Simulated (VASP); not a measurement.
Nb3Br2:

```xyz
10
Lattice="3.2560 1.8799 5.9264 -3.2560 1.8799 5.9264 0.0000 -3.7597 5.9264" Properties=species:S:1:pos:R:3 pbc="T T T"
Nb   -1.2617   -1.8799    7.4080
Nb    2.2589   -0.1527    7.4080
Nb   -0.9972    2.0326    7.4080
Nb    1.2617    1.8799   10.3713
Nb   -2.2589    0.1527   10.3713
Nb    0.9972   -2.0326   10.3713
Br    0.0000    0.0000   15.1512
Br    0.0000    0.0000   11.5178
Br    0.0000    0.0000    2.6281
Br    0.0000    0.0000    6.2615
```

| Property | Result |
| --- | --- |
| Program | VASP 6.6.1 |
| Task | relaxation of cell and atoms |
| Functional | PBE |
| Potentials or basis | VASP PAW PBE potentials, release 64 (Nb_sv, Br) |
| Cutoff | 600 eV |
| k mesh | 3 × 3 × 3 |
| Occupations | gaussian, width 0.1 eV |
| Spin | no spin polarisation |

At the start: pressure -5.7 GPa; volume 21.76 Å³/atom.

**Question.** How do energy, volume and symmetry change on relaxing?

**Answer.** Over 31 steps the energy falls by 486.7 meV/atom and the volume is 19.24 Å³/atom (-11.6 %); space group R-3c (No. 167, to 0.1 Å) before and after.

The path:
| step | energy change (eV) | largest force (eV/Å) | pressure (GPa) | volume (Å³) |
| --- | --- | --- | --- | --- |
| 1 | 0.0000 | 0.4482 | -5.70 | 217.65 |
| 2 | -0.0846 | 0.3861 | 7.34 | 194.16 |
| 3 | -0.2812 | 0.3944 | 0.61 | 204.27 |
| 4 | -0.3956 | 0.5558 | 0.70 | 203.94 |
| 5 | -0.7637 | 1.5167 | 1.45 | 202.62 |
| 6 | -1.0431 | 3.5641 | 6.32 | 198.46 |
| 7 | -1.0515 | 3.5799 | 6.32 | 198.49 |
| 8 | -1.0758 | 3.6288 | 6.33 | 198.58 |
| 9 | -1.1206 | 3.7278 | 6.35 | 198.75 |
| 10 | -1.1899 | 3.9262 | 6.47 | 199.05 |
| 11 | -1.2361 | 4.3088 | 7.05 | 199.48 |
| 12 | -1.3888 | 4.1879 | 6.23 | 200.23 |
| 13 | -1.8018 | 3.8360 | 3.93 | 202.47 |
| 14 | -2.4357 | 3.1665 | -0.13 | 206.91 |
| 15 | -2.9857 | 1.8509 | -6.27 | 215.54 |
| 16 | -3.2471 | 1.7366 | -5.88 | 212.75 |
| 17 | -3.9070 | 1.2972 | -4.22 | 204.54 |
| 18 | -4.3786 | 0.3019 | 2.07 | 188.75 |
| 19 | -4.4029 | 0.3946 | 0.23 | 192.20 |
| 20 | -4.4054 | 0.3747 | 0.61 | 191.41 |
| 21 | -4.5375 | 0.2291 | 0.09 | 191.54 |
| 22 | -4.7613 | 0.2372 | -0.72 | 191.72 |
| 23 | -4.7752 | 0.4036 | -0.72 | 191.70 |
| 24 | -4.8100 | 0.3287 | 0.47 | 190.26 |
| 25 | -4.8164 | 0.2743 | 1.29 | 189.33 |
| 26 | -4.8435 | 0.1639 | 0.26 | 191.32 |
| 27 | -4.8484 | 0.2272 | -0.29 | 192.52 |
| 28 | -4.8583 | 0.1740 | -0.07 | 192.25 |
| 29 | -4.8655 | 0.0594 | 0.39 | 191.71 |
| 30 | -4.8660 | 0.0562 | -0.40 | 192.95 |
| 31 | -4.8669 | 0.0152 | -0.05 | 192.39 |

Final structure:
```xyz
10
Lattice="3.4531 1.9937 4.6576 -3.4531 1.9937 4.6576 0.0000 -3.9873 4.6576" Properties=species:S:1:pos:R:3 pbc="T T T"
Nb   -1.6960   -1.9937    5.8220
Nb    2.5745   -0.4719    5.8220
Nb   -0.8786    2.4656    5.8220
Nb    1.6960    1.9937    8.1508
Nb   -2.5745    0.4719    8.1508
Nb    0.8786   -2.4656    8.1508
Br    0.0000    0.0000   12.5062
Br    0.0000    0.0000    8.4530
Br    0.0000    0.0000    1.4666
Br    0.0000    0.0000    5.5198
```

Caveat: the k points lie up to 0.38 Å⁻¹ apart in the final cell.
